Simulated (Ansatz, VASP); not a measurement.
**Two plane-wave programs on Ir**

POSCAR

```
Ir
1.0
    2.7513778946      0.0000000000      0.0000000000
   -1.3756889473      2.3827631521      0.0000000000
    0.0000000000      0.0000000000      4.4622900000
Ir
2
Direct
    0.3333333333      0.6666666667      0.2500000000
    0.6666666667      0.3333333333      0.7500000000
```

The input INCAR.step1:

```
ALGO = Normal
EDIFF = 1E-5
ENCUT = 620
GGA = PE
GGA_COMPAT = False
ISMEAR = -1
LASPH = True
LCHARG = False
LREAL = False
LWAVE = True
NBANDS = 24
NELM = 120
PREC = Accurate
SIGMA = 0.05
```

INCAR.step2

```
ALGO = Normal
EDIFF = 1E-6
ENCUT = 620
GGA_COMPAT = False
ISIF = 2
ISMEAR = -1
ISTART = 1
LASPH = True
LCHARG = False
LMIXTAU = True
LREAL = False
LWAVE = False
METAGGA = R2SCAN
NBANDS = 24
NELM = 120
PREC = Accurate
SIGMA = 0.05
```

File KPOINTS:

```
k-points
0
Gamma
  11 11 6
```

File input.yaml:

```yaml
crystal:
  lattice:
    - [2.7513778946, 0.0, 0.0]
    - [-1.3756889473, 2.3827631521, 0.0]
    - [0.0, 0.0, 4.46229]
  atoms:
    - { symbol: Ir, position: [0.3333333333, 0.6666666667, 0.25] }
    - { symbol: Ir, position: [0.6666666667, 0.3333333333, 0.75] }
hamiltonian:
  xc: r2scan
  pseudopotentials: { kind: paw }
kpoints:
  mp_grid: { grid: [11, 11, 6] }
scf:
  occupations: { method: fermi_dirac, width: 0.05 }
output:
  forces: true
  stress: true
  eigenvalues: true
```

Alike in both runs: task single point; functional r2SCAN; k mesh 11 × 11 × 6; occupations fermi-dirac, width 0.05 eV; no spin polarisation.

|  | VASP | Ansatz |
| --- | --- | --- |
| version | VASP 6.6.1 | Ansatz 0.2.0 |
| potentials or method | VASP PAW PBE potentials, release 64 (Ir_sv_GW) | Ansatz PAW |
| plane-wave cutoff (eV) | 620 | 500 |
| valence electrons in the cell | 34 | 34 |

VASP gave:

| Quantity | Value |
| --- | --- |
| gap on the k mesh at the Fermi level (eV) | none |
| pressure (GPa) | -9.6 |
| traceless stress, the component that is largest in VASP (GPa) | -0.40 |

Problem. Which values does Ansatz return?

Solution. gap on the k mesh at the Fermi level (eV): none; pressure (GPa): -8.7; traceless stress, the component that is largest in VASP (GPa): -0.39.

VASP's potentials were made for PBE, not for r2SCAN. A gap of «none» marks a metal or a gap that the smearing closes.

Spin-orbit coupling is off throughout.
